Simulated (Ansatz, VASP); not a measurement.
## One calculation of HgTe, two programs

```xyz
2
Lattice="0.0000 3.1577 3.1577 3.1577 0.0000 3.1577 3.1577 3.1577 0.0000" Properties=species:S:1:pos:R:3 pbc="T T T"
Hg    0.0000    0.0000    0.0000
Te    4.7365    4.7365    4.7365
```

Change from the starting cell: volume scaled by 0.94.

Alike in both runs: task single point; functional LDA; k mesh 11 × 11 × 11; occupations fermi-dirac, width 0.03 eV; no spin polarisation.

|  | VASP | Ansatz |
| --- | --- | --- |
| version | VASP 6.6.1 | Ansatz 0.2.0 |
| potentials or method | VASP PAW LDA potentials, release 64 (Hg, Te), cutoff 520 eV | all-electron LAPW, scalar-relativistic |

```tsv
	VASP	Ansatz	Ansatz less VASP
pressure (GPa)	3.4	3.1	-0.33
```

LDA's correlation is that of Perdew and Zunger in VASP and of Perdew and Wang (1992) in Ansatz. Ansatz ran all-electron here, and VASP with PAW potentials.

Neither program's run includes spin-orbit coupling.
